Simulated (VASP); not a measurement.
SrTiO3: single point with PBE

SrTiO3:

```
Sr Ti O
1.0
     0.00000    3.93649    0.00000
     0.00000    0.00000    3.93649
     7.87297    0.00000    0.00000
Sr Ti O
2 2 6
Cartesian
  0.0000 0.0000 0.0000
  3.9365 0.0000 0.0000
  1.9682 1.9682 1.9682
  5.9047 1.9682 1.9682
  0.0000 1.9682 1.9682
  3.9365 1.9682 1.9682
  1.9682 0.0000 1.9682
  5.9047 0.0000 1.9682
  1.9682 1.9682 0.0000
  5.9047 1.9682 0.0000
```

```json
{
  "Program": "VASP 6.6.1",
  "Task": "single point",
  "Functional": "PBE",
  "Potentials or basis": "VASP PAW PBE potentials, release 64 (Sr_sv, Ti_sv, O)",
  "Cutoff": "520 eV",
  "k mesh": "4 × 4 × 2",
  "Occupations": "gaussian, width 0.1 eV",
  "Spin": "no spin polarisation",
  "Dipole correction": "no",
  "Further INCAR settings": "ALGO = Normal; EDIFF = 1e-06; NBANDS = 51"
}
```

The pressure is 0.7 GPa and the band gap on the k mesh is 1.79 eV.

Levels at points of the mesh, in eV from the valence-band top:
```csv
k point,band 36,band 37,band 38,band 39,band 40,band 41,band 42,band 43,band 44,band 45
"(0.00, 0.00, 0.00)",-0.73,-0.73,-0.37,-0.37,-0.37,1.79,1.79,1.79,1.95,3.64
"(0.50, 0.00, 0.00)",-1.54,-1.54,-0.73,-0.73,-0.09,1.95,3.64,3.64,3.64,3.64
"(0.50, 0.50, 0.00)",-1.54,-0.09,0.00,0.00,0.00,3.64,3.64,4.09,4.29,4.29
"(0.00, 0.00, 0.50)",-1.55,-0.60,-0.60,-0.60,-0.60,1.87,1.87,2.81,2.81,2.81
"(0.50, 0.00, 0.50)",-1.44,-1.33,-1.33,-0.62,-0.62,2.87,2.87,3.64,3.64,3.76
"(0.50, 0.50, 0.50)",-0.65,-0.65,-0.65,-0.05,-0.05,3.92,3.92,3.92,3.92,4.19
```

Wall time 54 s on 1 thread of Intel(R) Xeon(R) 6975P-C (Granite Rapids), with other jobs on the host, peak memory 0.25 GiB.

A k mesh can miss the band edges.
